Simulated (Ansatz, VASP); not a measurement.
## Two plane-wave programs on NaF

Contents of POSCAR:

```
NaF
1.0
    2.7934851994      0.0000000000      0.0000000000
    0.0000000000      2.7934851994      0.0000000000
    0.0000000000      0.0000000000      2.7934851994
Na F
1 1
Direct
    0.0000000000      0.0000000000      0.0000000000
    0.5000000000      0.5000000000      0.5000000000
```

File INCAR.step1:

```
SYSTEM = NaF
ALGO = Normal
EDIFF = 1E-5
ENCUT = 520
GGA = PE
ISIF = 2
ISMEAR = 0
LASPH = .TRUE.
LCHARG = .FALSE.
LREAL = .FALSE.
LWAVE = .TRUE.
NBANDS = 14
NELM = 100
PREC = Accurate
SIGMA = 0.01
```

File INCAR.step2:

```
SYSTEM = NaF
ALGO = Normal
EDIFF = 1E-6
ENCUT = 520
GGA = PE
HFSCREEN = 0.2079
ISIF = 2
ISMEAR = 0
ISTART = 1
LASPH = .TRUE.
LCHARG = .FALSE.
LHFCALC = .TRUE.
LREAL = .FALSE.
LWAVE = .FALSE.
NBANDS = 14
NELM = 100
PREC = Accurate
PRECFOCK = Normal
SIGMA = 0.01
```

Contents of KPOINTS:

```
k-points
0
G
  3 3 3
  0 0 0
```

Input for Ansatz:

```yaml
crystal:
  lattice:
    - [2.7934851994, 0.0, 0.0]
    - [0.0, 2.7934851994, 0.0]
    - [0.0, 0.0, 2.7934851994]
  atoms:
    - { symbol: Na, position: [0.0, 0.0, 0.0] }
    - { symbol: F, position: [0.5, 0.5, 0.5] }
kpoints:
  mp_grid: { grid: [3, 3, 3] }
hamiltonian:
  xc: hse06
scf:
  occupations: { method: fixed }
  n_extra_bands: 4
output:
  forces: true
  stress: true
  eigenvalues: true
```

Alike in both runs: task single point; functional HSE06; k mesh 3 × 3 × 3; no spin polarisation.

|  | VASP | Ansatz |
| --- | --- | --- |
| version | VASP 6.6.1 | Ansatz 0.2.0 |
| potentials or method | VASP PAW PBE potentials, release 64 (Na_pv, F) | plane waves |
| plane-wave cutoff (eV) | 520 | 420 |
| occupations | gaussian, width 0.01 eV | fixed |
| valence electrons in the cell | 14 | 16 |

```tsv
	VASP	Ansatz	Ansatz less VASP
gap on the k mesh at the Fermi level (eV)	8.42	8.44	+0.020
pressure (GPa)	1.9	2.0	+0.15
```

VASP's potentials hold 14 valence electrons a cell and Ansatz's 16, so a difference there can come from the potentials and not from the codes. Ansatz's warnings: stress exchange threshold loose, stress scf threshold loose.

The k mesh is coarse, so the values compare programs but aren't converged.
